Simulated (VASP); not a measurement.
Input of a VASP 6.6.1 run:

Contents of INCAR:

```
SYSTEM = Si2Mo
ALGO = Normal
EDIFF = 1E-6
ENCUT = 520
GGA = RE
ISIF = 2
ISMEAR = -1
LASPH = .True.
LCHARG = .False.
LREAL = .False.
LWAVE = .False.
NBANDS = 18
NELM = 80
PREC = Accurate
SIGMA = 0.05
```

File KPOINTS:

```
k-points
0
Gamma
  12 12 12
  0 0 0
```

Contents of POSCAR:

```
Si2Mo
1.0
   -1.6000000000      1.6000000000      3.9305000000
    1.6000000000     -1.6000000000      3.9305000000
    1.6000000000      1.6000000000     -3.9305000000
Mo Si
1 2
Direct
    0.0000000000      0.0000000000      0.0000000000
    0.6670000000      0.6670000000      0.0000000000
    0.3330000000      0.3330000000      0.0000000000
```

Potentials or basis: VASP PAW PBE potentials, release 64 (Mo_sv, Si).

Launch:

```console
$ cat potpaw_PBE.64/Mo_sv/POTCAR potpaw_PBE.64/Si/POTCAR > POTCAR
$ mpirun -np 1 vasp_std > vasp.out
```

Estimate the largest force.

0.253 eV/Å.

Estimate the pressure.

4.1 GPa.

Forces on the atoms (eV/Å):
```
Mo   0.000  0.000  0.000
Si   0.000  0.000 -0.253
Si   0.000  0.000  0.253
```

Caveat: the PAW data sets were made with another functional, which shifts forces and pressure a little.
